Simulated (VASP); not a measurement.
# FeGe (P2_13) in VASP: single point with r2SCAN

Aim: the single point of FeGe with r2SCAN.

Everything below comes from runs of VASP 6.6.1. Logs are shortened: lines on timing, memory, paths and dates and some standing lists are left out, and cuts for length are marked.

## (1) The cell of the first run

Symmetry: P2_13, No. 198, cubic system. The conventional cell has a = 4.721 Å, b = 4.721 Å, c = 4.721 Å, α = 90.00°, β = 90.00°, γ = 90.00°. Fe (site symmetry 3) has 7 Ge at 2.37 to 2.65 Å and 6 Fe at 2.89 Å within 3.1 Å. Ge (site symmetry 3) has 7 Fe at 2.37 to 2.65 Å and 6 Ge at 2.92 Å within 3.1 Å.

## (2) Single point, r2SCAN

The input, POSCAR:

```
FeGe
1.0
    4.7213331918      0.0000000000      0.0000000000
    0.0000000000      4.7213331918      0.0000000000
    0.0000000000      0.0000000000      4.7213331918
Fe Ge
4 4
Direct
    0.1345285640      0.1345285640      0.1345285640
    0.3654714360      0.8654714360      0.6345285640
    0.6345285640      0.3654714360      0.8654714360
    0.8654714360      0.6345285640      0.3654714360
    0.8447786194      0.8447786194      0.8447786194
    0.6552213806      0.1552213806      0.3447786194
    0.3447786194      0.6552213806      0.1552213806
    0.1552213806      0.3447786194      0.6552213806
```

The input, INCAR.step1:

```
SYSTEM = FeGe
  PREC = Accurate
  ENCUT = 520
  ISMEAR = 0
  SIGMA = 0.05
  LREAL = .False.
  LASPH = .True.
  NELM = 80
  NBANDS = 54
  GGA = PE
  ALGO = Normal
  EDIFF = 1E-4
  LWAVE = .True.
  LCHARG = .False.
```

The input, INCAR.step2:

```
SYSTEM = FeGe
  PREC = Accurate
  ENCUT = 520
  EDIFF = 1E-6
  ISMEAR = 0
  SIGMA = 0.05
  LREAL = .False.
  LASPH = .True.
  NELM = 80
  ALGO = Normal
  ISIF = 2
  LWAVE = .False.
  LCHARG = .True.
  METAGGA = R2SCAN
  LMIXTAU = .True.
  LELF = .True.
  LVHAR = .True.
  NBANDS = 54
  ISTART = 1
```

The input, KPOINTS:

```
regular mesh
0
Gamma
  8 8 8
  0 0 0
```

Potentials or basis: VASP PAW PBE potentials, release 64 (Fe, Ge_d).

Run with:

```
$ cat potpaw_PBE.64/Fe/POTCAR potpaw_PBE.64/Ge_d/POTCAR > POTCAR
$ cp INCAR.step1 INCAR
$ mpirun -np 1 vasp_std > vasp.out
$ cp INCAR.step2 INCAR
$ mpirun -np 1 vasp_std > vasp.out
```

OUTCAR:

```text
SYSTEM = FeGe
   PREC = Accurate
   ENCUT = 520
   EDIFF = 1E-6
   ISMEAR = 0
   LREAL = .False.
   LASPH = .True.
   NELM = 80
   ISIF = 2
   METAGGA = R2SCAN
   ISTART = 1

 ion  position               nearest neighbor table
   1  0.135  0.135  0.135-   5 2.37   6 2.47   7 2.47   8 2.47   7 2.65   8 2.65   6 2.65   3 2.89
                             4 2.89   2 2.89   2 2.89   4 2.89   3 2.89
   2  0.365  0.865  0.635-   6 2.37   5 2.47   7 2.47   8 2.47   7 2.65   8 2.65   5 2.65   1 2.89
                             1 2.89   3 2.89   3 2.89   4 2.89   4 2.89
   3  0.635  0.365  0.865-   7 2.37   6 2.47   5 2.47   8 2.47   8 2.65   6 2.65   5 2.65   1 2.89
                             4 2.89   2 2.89   2 2.89   4 2.89   1 2.89
   4  0.865  0.635  0.365-   8 2.37   6 2.47   7 2.47   5 2.47   6 2.65   5 2.65   7 2.65   1 2.89
                             3 2.89   2 2.89   1 2.89   2 2.89   3 2.89
   5  0.845  0.845  0.845-   1 2.37   2 2.47   3 2.47   4 2.47   3 2.65   4 2.65   2 2.65   6 2.92
                             7 2.92   8 2.92   6 2.92   8 2.92   7 2.92
   6  0.655  0.155  0.345-   2 2.37   1 2.47   3 2.47   4 2.47   3 2.65   4 2.65   1 2.65   8 2.92
                             5 2.92   5 2.92   7 2.92   7 2.92   8 2.92
   7  0.345  0.655  0.155-   3 2.37   2 2.47   1 2.47   4 2.47   4 2.65   2 2.65   1 2.65   8 2.92
                             5 2.92   8 2.92   6 2.92   6 2.92   5 2.92
   8  0.155  0.345  0.655-   4 2.37   2 2.47   3 2.47   1 2.47   2 2.65   1 2.65   3 2.65   7 2.92
                             5 2.92   7 2.92   5 2.92   6 2.92   6 2.92

  LATTYP: Found a simple cubic cell.
 ALAT       =     4.7213331918

  Lattice vectors:

 A1 = (   4.7213331918,   0.0000000000,   0.0000000000)
 A2 = (   0.0000000000,   4.7213331918,   0.0000000000)
 A3 = (   0.0000000000,   0.0000000000,   4.7213331918)

Analysis of symmetry for initial positions (statically):
=====================================================================
 Subroutine PRICEL returns:
 Original cell was already a primitive cell.

 Routine SETGRP: Setting up the symmetry group for a
 simple cubic supercell.

 Subroutine GETGRP returns: Found 12 space group operations
 (whereof  3 operations were pure point group operations)
 out of a pool of 48 trial point group operations.

The static configuration has the point symmetry C_3 .
 The point group associated with its full space group is T   .

Analysis of symmetry for dynamics (positions and initial velocities):
=====================================================================
 Subroutine PRICEL returns:
 Original cell was already a primitive cell.

 Routine SETGRP: Setting up the symmetry group for a
 simple cubic supercell.

 Subroutine GETGRP returns: Found 12 space group operations
 (whereof  3 operations were pure point group operations)
 out of a pool of 48 trial point group operations.

[... 126 lines left out ...]
   EMIN   =  10.00;   EMAX   =-10.00  energy-range for DOS
   EFERMI =   0.00;   METHOD = LEGACY
   ISMEAR =     0;   SIGMA  =   0.05  broadening in eV -4-tet -1-fermi 0-gaus
   EFERMI_NEDOS =   21; number of points for ismear=-14 and -15
   IALGO  =     38    algorithm
   IMIX   =      4    mixing-type and parameters
     AMIX     =   0.40;   BMIX     =  1.00
     AMIX_MAG =   1.60;   BMIX_MAG =  1.00
  volume/ion in A,a.u.               =      13.16        88.78
  Fermi-wavevector in a.u.,A,eV,Ry     =   1.542308  2.914539 32.364362  2.378714
  Thomas-Fermi vector in A             =   2.648131
   LORBIT       =      0    0 simple, 1 ext, 2 COOP (PROOUT), +10 PAW based schemes
   METAGGA = R2SCAN    functional components
   LHFCALC =     F    Hartree Fock is set to
   AEXX    =    0.0000 exact exchange contribution
   IVDW    =     0    specifies the selected vdW correction
   LEPSILON=     F    determine dielectric tensor
   LRPA    =     F    only Hartree local field effects (RPA)
 non-spin polarized calculation
 Gauss-broadening in eV      SIGMA  =   0.05
  energy-cutoff  :      520.00
  volume of cell :      105.24
 maximum number of plane-waves:      2897
   NGX = 17   NGY = 17   NGZ = 17

 number of electron      88.0000024 magnetization

 Free energy of the ion-electron system (eV)
  ---------------------------------------------------
  ext. energy  EPLUGINS =         0.00000000
  ---------------------------------------------------
  free energy    TOTEN  =      -110.84767107 eV

  energy without entropy =     -110.84753747  energy(sigma->0) =     -110.84760427

 E-fermi :   7.5762     XC(G=0): -14.0183

 val. band max:        7.4904244887   @ k =   0.2500   0.0000   0.0000
 cond. band min:       7.6705562684   @ k =   0.3750   0.0000   0.0000
 fundamental gap:      0.1801317797
 Fermi energy:         7.5762420680

 k-point     1 :       0.0000    0.0000    0.0000
  band No.  band energies     occupation
      1     -17.8003      2.00000
      2     -17.8003      2.00000
      3     -17.8003      2.00000
      4     -17.7633      2.00000
      5     -17.7633      2.00000
      6     -17.7633      2.00000
[... 1357 lines left out ...]
     53      11.2092      0.00000
     54      12.0869      0.00000

 [... further k-points ...]

------------------------ aborting loop because EDIFF is reached ----------------------------------------

  FORCE on cell =-STRESS in cart. coord.  units (eV):
  Direction    XX          YY          ZZ          XY          YZ          ZX
  --------------------------------------------------------------------------------------
  -------------------------------------------------------------------------------------
  Total       -9.7375236     -9.7375236     -9.7375236     -0.0000000     -0.0000000      0.0000000
  in kB     -148.2399148   -148.2399148   -148.2399148     -0.0000000     -0.0000000      0.0000000
  external PRESSURE =    -148.2399148 kB  Pullay stress =       0.0000000 kB

 VOLUME and BASIS-vectors are now :
 -----------------------------------------------------------------------------
  energy-cutoff  :      520.00
  volume of cell :      105.24
      direct lattice vectors                 reciprocal lattice vectors
     4.721333192  0.000000000  0.000000000     0.211804581  0.000000000  0.000000000
     0.000000000  4.721333192  0.000000000     0.000000000  0.211804581  0.000000000
     0.000000000  0.000000000  4.721333192     0.000000000  0.000000000  0.211804581

 POSITION                                       TOTAL-FORCE (eV/Angst)
 -----------------------------------------------------------------------------------
      0.63515      0.63515      0.63515        -0.156671     -0.156671     -0.156671
      1.72551      4.08618      2.99582         0.156671      0.156671     -0.156671
      2.99582      1.72551      4.08618        -0.156671      0.156671      0.156671
      4.08618      2.99582      1.72551         0.156671     -0.156671      0.156671
      3.98848      3.98848      3.98848        -0.423666     -0.423666     -0.423666
      3.09352      0.73285      1.62781         0.423666      0.423666     -0.423666
      1.62781      3.09352      0.73285        -0.423666      0.423666      0.423666
      0.73285      1.62781      3.09352         0.423666     -0.423666      0.423666
 -----------------------------------------------------------------------------------
    total drift:                               -0.000000     -0.000000     -0.000000

  FREE ENERGIE OF THE ION-ELECTRON SYSTEM (eV)
  ---------------------------------------------------
  free  energy   TOTEN  =      -110.8476710667 eV

  energy  without entropy=     -110.8475374681  energy(sigma->0) =     -110.84760427
```

OUTCAR.step1:

```text
SYSTEM = FeGe
   PREC = Accurate
   ENCUT = 520
   ISMEAR = 0
   LREAL = .False.
   LASPH = .True.
   NELM = 80
[... 1621 lines left out ...]
      3.09352      0.73285      1.62781         0.386700      0.386700     -0.386700
      1.62781      3.09352      0.73285        -0.386700      0.386700      0.386700
      0.73285      1.62781      3.09352         0.386700     -0.386700      0.386700
 -----------------------------------------------------------------------------------
    total drift:                                0.000000      0.000000     -0.000000

  FREE ENERGIE OF THE ION-ELECTRON SYSTEM (eV)
  ---------------------------------------------------
  free  energy   TOTEN  =       -51.4061146549 eV

  energy  without entropy=      -51.3984668444  energy(sigma->0) =      -51.40229075
```

OSZICAR.step1:

```text
N       E                     dE             d eps       ncg     rms          rms(c)
DAV:   1     0.100815277816E+04    0.10082E+04   -0.36777E+04  5578   0.430E+03
DAV:   2     0.165030894862E+03   -0.84312E+03   -0.81137E+03  4860   0.104E+03
DAV:   3    -0.378540874381E+02   -0.20288E+03   -0.19307E+03  4860   0.291E+02
DAV:   4    -0.568575147752E+02   -0.19003E+02   -0.18645E+02  6118   0.962E+01
DAV:   5    -0.573786955303E+02   -0.52118E+00   -0.51942E+00  5920   0.191E+01    0.240E+01
DAV:   6    -0.639164414721E+02   -0.65377E+01   -0.11778E+02  6184   0.832E+01    0.327E+01
DAV:   7    -0.514051682664E+02    0.12511E+02   -0.67328E+01  5878   0.625E+01    0.515E+00
DAV:   8    -0.514747034217E+02   -0.69535E-01   -0.38843E+00  5460   0.917E+00    0.250E+00
DAV:   9    -0.514084031095E+02    0.66300E-01   -0.30987E-01  6556   0.492E+00    0.811E-01
DAV:  10    -0.514065386091E+02    0.18645E-02   -0.21936E-02  5494   0.122E+00    0.231E-01
DAV:  11    -0.514061306097E+02    0.40800E-03   -0.28529E-03  6782   0.636E-01    0.840E-02
DAV:  12    -0.514061146549E+02    0.15955E-04   -0.21221E-04  3538   0.153E-01
   1 F= -.51406115E+02 E0= -.51402291E+02  d E =-.764781E-02
```

Wall time 10 min (1 thread of Intel Xeon Platinum 8488C (Sapphire Rapids), shared host); peak memory 0.35 GiB.

What came out:

| Quantity | Value |
| --- | --- |
| Free energy | -110.8477 eV |
| Pressure | -14.8 GPa |
| Largest force | 0.734 eV/Å |
| Band gap on the k mesh | 0.18 eV (least direct gap 0.20 eV) |

Forces on the atoms (eV/Å):
```
Fe  -0.157 -0.157 -0.157
Fe   0.157  0.157 -0.157
Fe  -0.157  0.157  0.157
Fe   0.157 -0.157  0.157
Ge  -0.424 -0.424 -0.424
Ge   0.424  0.424 -0.424
Ge  -0.424  0.424  0.424
Ge   0.424 -0.424  0.424
```

Caveat: the cell stands under tension; the PAW data sets were made with another functional, which shifts forces and pressure a little.
